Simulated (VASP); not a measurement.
AlN: single point with PBE

Crystal: AlN.

```
Al N
1.0
     0.00000    2.17338    2.17338
     2.17338    0.00000    2.17338
     2.17338    2.17338    0.00000
Al N
1 1
Direct
  0.00000 0.00000 0.00000
  0.75000 0.75000 0.75000
```

```
Program                : VASP 6.6.1
Task                   : single point
Functional             : PBE
Potentials or basis    : VASP PAW PBE potentials, release 64 (Al, N)
Cutoff                 : 600 eV
k mesh                 : 8 × 8 × 8
Occupations            : methfessel-paxton, width 0.1 eV
Spin                   : no spin polarisation
Dipole correction      : no
Further INCAR settings : ALGO = Normal; EDIFF = 1e-06; NBANDS = 11
```

* Pressure: 7.6 GPa
* Band gap on the k mesh: 3.33 eV, indirect (least direct gap 4.33 eV)

Levels at points of the mesh, in eV from the valence-band top:
| k point | band 1 | band 2 | band 3 | band 4 | band 5 | band 6 | band 7 | band 8 | band 9 |
| --- | --- | --- | --- | --- | --- | --- | --- | --- | --- |
| (0.00, 0.00, 0.00) | -15.07 | 0.00 | 0.00 | 0.00 | 4.33 | 12.71 | 12.71 | 12.71 | 17.81 |
| (0.50, 0.00, 0.00) | -12.97 | -5.92 | -0.48 | -0.48 | 7.51 | 9.97 | 11.24 | 11.24 | 18.18 |
| (0.50, 0.50, 0.00) | -12.33 | -4.95 | -1.79 | -1.79 | 3.33 | 8.70 | 14.16 | 15.92 | 15.92 |

It took 15 s on 1 thread of Intel Xeon 8259CL, on a shared host, peak memory 0.15 GiB.

A k mesh can miss the band edges. As with any semilocal functional, this PBE gap is likely too small.
